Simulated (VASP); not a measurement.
# C in VASP: a series of runs, part 2 of 2

VASP 6.6.1.

### Step 5. Single point, r2SCAN

POSCAR

```
C
1.0
    2.4559599778      0.0000000000      0.0000000000
   -1.2279799889      2.1269237314      0.0000000000
    0.0000000000      0.0000000000      8.5238458893
C
2
Direct
    0.3333333333      0.6666666667      0.0000000000
    0.6666666667      0.3333333333      0.0000000000
```

INCAR.step1

```
SYSTEM = C
PREC     = Accurate       ! precision mode
ENCUT    = 520            ! plane-wave cutoff, eV
ISMEAR   = 0              ! smearing method
SIGMA    = 0.1            ! smearing width, eV
LREAL    = .FALSE.        ! projectors in reciprocal space
LASPH    = .TRUE.         ! aspherical terms in the spheres
NELM     = 100            ! most SCF steps
NBANDS   = 11             ! bands
GGA      = PE             ! functional
ALGO     = Normal         ! electronic algorithm
EDIFF    = 1E-4           ! SCF threshold, eV
LWAVE    = .TRUE.         ! write WAVECAR
LCHARG   = .FALSE.        ! write CHGCAR
```

INCAR.step2

```
SYSTEM = C
PREC     = Accurate       ! precision mode
ENCUT    = 520            ! plane-wave cutoff, eV
EDIFF    = 1E-6           ! SCF threshold, eV
ISMEAR   = 0              ! smearing method
SIGMA    = 0.1            ! smearing width, eV
LREAL    = .FALSE.        ! projectors in reciprocal space
LASPH    = .TRUE.         ! aspherical terms in the spheres
NELM     = 100            ! most SCF steps
ALGO     = Normal         ! electronic algorithm
ISIF     = 2              ! what is computed and relaxed
LWAVE    = .FALSE.        ! write WAVECAR
LCHARG   = .TRUE.         ! write CHGCAR
METAGGA  = R2SCAN         ! meta-GGA
LMIXTAU  = .TRUE.       
LELF     = .TRUE.         ! ELF
LVHAR    = .TRUE.       
NBANDS   = 11             ! bands
ISTART   = 1
```

KPOINTS

```
regular mesh
0
G
  18 18 6
  0 0 0
```

Potentials or basis: VASP PAW PBE potentials, release 64 (C).

Launch:

```console
$ cat potpaw_PBE.64/C/POTCAR > POTCAR
$ cp INCAR.step1 INCAR
$ mpirun -np 1 vasp_std > vasp.out
$ cp INCAR.step2 INCAR
$ mpirun -np 1 vasp_std > vasp.out
```

OUTCAR:

```text
SYSTEM = C
   PREC = Accurate
   ENCUT = 520
   EDIFF = 1E-6
   ISMEAR = 0
   LREAL = .FALSE.
   LASPH = .TRUE.
   NELM = 100
   ISIF = 2
   METAGGA = R2SCAN
   ISTART = 1

 ion  position               nearest neighbor table
   1  0.333  0.667  0.000-   2 1.42   2 1.42   2 1.42
   2  0.667  0.333  0.000-   1 1.42   1 1.42   1 1.42

  LATTYP: Found a hexagonal cell.
 ALAT       =     2.4559599778
 C/A-ratio  =     3.4706778475

  Lattice vectors:

 A1 = (   2.4559599778,   0.0000000000,   0.0000000000)
 A2 = (  -1.2279799889,   2.1269237314,   0.0000000000)
 A3 = (   0.0000000000,   0.0000000000,   8.5238458893)

Analysis of symmetry for initial positions (statically):
=====================================================================
 Subroutine PRICEL returns:
 Original cell was already a primitive cell.

 Routine SETGRP: Setting up the symmetry group for a
 hexagonal supercell.

 Subroutine GETGRP returns: Found 24 space group operations
 (whereof 24 operations were pure point group operations)
 out of a pool of 24 trial point group operations.

The static configuration has the point symmetry D_6h.

Analysis of symmetry for dynamics (positions and initial velocities):
=====================================================================
 Subroutine PRICEL returns:
 Original cell was already a primitive cell.

 Routine SETGRP: Setting up the symmetry group for a
 hexagonal supercell.

 Subroutine GETGRP returns: Found 24 space group operations
 (whereof 24 operations were pure point group operations)
 out of a pool of 24 trial point group operations.

The dynamic configuration has the point symmetry D_6h.

 Subroutine INISYM returns: Found 24 space group operations
 (whereof 24 operations are pure point group operations),
 and found     1 'primitive' translations

[... 119 lines left out ...]
   METAGGA = R2SCAN    functional components
   LHFCALC =     F    Hartree Fock is set to
   AEXX    =    0.0000 exact exchange contribution
   IVDW    =     0    specifies the selected vdW correction
   LEPSILON=     F    determine dielectric tensor
   LRPA    =     F    only Hartree local field effects (RPA)
 non-spin polarized calculation
 Gauss-broadening in eV      SIGMA  =   0.10
  energy-cutoff  :      520.00
  volume of cell :       44.53
 maximum number of plane-waves:      1221
   NGX =  9   NGY =  9   NGZ = 31

 number of electron       7.9999997 magnetization

 Free energy of the ion-electron system (eV)
  ---------------------------------------------------
  ext. energy  EPLUGINS =         0.00000000
  ---------------------------------------------------
  free energy    TOTEN  =       -19.84134129 eV

  energy without entropy =      -19.84064476  energy(sigma->0) =      -19.84099303

 E-fermi :  -0.7174     XC(G=0):  -5.0616

 val. band max:       -0.7173666072   @ k =   0.3333   0.3333   0.3333
 cond. band min:      -0.7173354394   @ k =   0.3333   0.3333   0.1667
 fundamental gap:      0.0000311678
 Fermi energy:        -0.7173515892

 k-point     1 :       0.0000    0.0000    0.0000
  band No.  band energies     occupation
      1     -21.5876      2.00000
      2      -8.8646      2.00000
      3      -3.9532      2.00000
      4      -3.9532      2.00000
      5       2.6620      0.00000
      6       5.1046      0.00000
      7       6.6008      0.00000
      8       7.9919      0.00000
      9       7.9919      0.00000
     10      11.7959      0.00000
     11      12.5337      0.00000
[... 309 lines left out ...]
 k-point    24 :       0.3889    0.1111    0.0000
  band No.  band energies     occupation
      1     -16.6170      2.00000
      2     -13.7672      2.00000
      3      -8.4440      2.00000
      4      -3.4384      2.00000
      5       1.5834      0.00000
      6       8.4034      0.00000
      7       9.4221      0.00000
      8      11.3508      0.00000
      9      12.8575      0.00000
     10      13.1779      0.00000
     11      14.1559      0.00000

 [... further k-points ...]

------------------------ aborting loop because EDIFF is reached ----------------------------------------

  FORCE on cell =-STRESS in cart. coord.  units (eV):
  Direction    XX          YY          ZZ          XY          YZ          ZX
  --------------------------------------------------------------------------------------
  -------------------------------------------------------------------------------------
  Total        0.1104768      0.1104768     -0.0129145      0.0000000      0.0000000      0.0000000
  in kB        3.9753257      3.9753257     -0.4647089      0.0000000      0.0000000      0.0000000
  external PRESSURE =       2.4953141 kB  Pullay stress =       0.0000000 kB

 VOLUME and BASIS-vectors are now :
 -----------------------------------------------------------------------------
  energy-cutoff  :      520.00
  volume of cell :       44.53
      direct lattice vectors                 reciprocal lattice vectors
     2.455959978  0.000000000  0.000000000     0.407172759  0.235081302  0.000000000
    -1.227979989  2.126923731  0.000000000     0.000000000  0.470162604  0.000000000
     0.000000000  0.000000000  8.523845889     0.000000000  0.000000000  0.117317935

 POSITION                                       TOTAL-FORCE (eV/Angst)
 -----------------------------------------------------------------------------------
     -0.00000      1.41795      0.00000        -0.000000     -0.000000      0.000000
      1.22798      0.70897      0.00000         0.000000      0.000000      0.000000
 -----------------------------------------------------------------------------------
    total drift:                                0.000000     -0.000000      0.000000

  FREE ENERGIE OF THE ION-ELECTRON SYSTEM (eV)
  ---------------------------------------------------
  free  energy   TOTEN  =       -19.8413412936 eV

  energy  without entropy=      -19.8406447633  energy(sigma->0) =      -19.84099303
```

OSZICAR.step1:

```text
N       E                     dE             d eps       ncg     rms          rms(c)
DAV:   1     0.234032041435E+02    0.23403E+02   -0.36758E+03  3264   0.581E+02
DAV:   2    -0.179129385750E+02   -0.41316E+02   -0.39528E+02  4189   0.132E+02
DAV:   3    -0.197495188950E+02   -0.18366E+01   -0.18280E+01  4168   0.273E+01
DAV:   4    -0.197678179253E+02   -0.18299E-01   -0.18291E-01  4430   0.325E+00
DAV:   5    -0.197679727575E+02   -0.15483E-03   -0.15481E-03  4145   0.267E-01    0.641E+00
DAV:   6    -0.188222716556E+02    0.94570E+00   -0.75407E-01  3795   0.503E+00    0.376E+00
DAV:   7    -0.184548104953E+02    0.36746E+00   -0.10164E+00  3867   0.580E+00    0.101E+00
DAV:   8    -0.184465176416E+02    0.82929E-02   -0.25936E-02  3948   0.930E-01    0.167E-01
DAV:   9    -0.184458683326E+02    0.64931E-03   -0.49043E-04  3880   0.140E-01    0.114E-01
DAV:  10    -0.184452218600E+02    0.64647E-03   -0.42704E-03  3516   0.266E-01    0.774E-02
DAV:  11    -0.184461660551E+02   -0.94420E-03   -0.15954E-04  3483   0.716E-02    0.337E-02
DAV:  12    -0.184466617163E+02   -0.49566E-03   -0.74329E-05  3445   0.537E-02    0.157E-02
DAV:  13    -0.184467126127E+02   -0.50896E-04   -0.38768E-06  3331   0.131E-02
   1 F= -.18446713E+02 E0= -.18446364E+02  d E =-.696530E-03
```

Run time: 5.2 min. Hardware: 1 thread of Intel Xeon 8259CL, shared host; peak memory 0.19 GiB.

What came out:

```
Free energy            : -19.8413 eV
Band gap on the k mesh : zero (filled and empty bands touch)
```

Levels at points of the mesh, in eV from the Fermi level:
| k point | band 2 | band 3 | band 4 | band 5 | band 6 | band 7 |
| --- | --- | --- | --- | --- | --- | --- |
| (0.00, 0.00, 0.00) | -8.15 | -3.24 | -3.24 | 3.38 | 5.82 | 7.32 |
| (0.50, 0.00, 0.00) | -14.11 | -6.85 | -2.54 | 1.81 | 7.76 | 11.48 |
| (0.00, 0.00, 0.50) | -8.15 | -3.24 | -3.24 | 4.13 | 4.19 | 8.71 |
| (0.50, 0.00, 0.50) | -14.11 | -6.85 | -2.54 | 1.81 | 7.76 | 12.07 |

Caveat: the PAW data sets were made with another functional, which shifts forces and pressure a little.

### Step 6. Summary

| cell | k mesh | smearing | gap on the mesh (eV) | pressure (GPa) |
| --- | --- | --- | --- | --- |
| a = 2.456, b = 2.456, c = 8.524 Å, angles 90.0, 90.0, 120.0°, 2 atoms | 18 × 18 × 4 | gaussian 0.15 eV | none | - |
| a = 2.451, b = 2.451, c = 3.501 Å, angles 90.0, 90.0, 120.0°, 2 atoms | 18 × 18 × 6 | gaussian 0.1 eV | none | 2.7 |
| a = 2.445, b = 2.445, c = 3.334 Å, angles 90.0, 90.0, 120.0°, 2 atoms | 18 × 18 × 12 | gaussian 0.1 eV | none | 5.7 |
| a = 2.456, b = 2.456, c = 8.524 Å, angles 90.0, 90.0, 120.0°, 2 atoms | 18 × 18 × 6 | gaussian 0.1 eV | none | - |

Alike in all rows: task single point; level r2SCAN; potentials or basis VASP PAW PBE potentials, release 64 (C); no spin polarisation; cutoff (eV) 520.

Caveats: the PAW data sets were made with another functional, which shifts forces and pressure a little; the cell stands under pressure (at least some runs).

Total energies depend on the potentials used, so only differences within one code and one set of settings carry meaning.
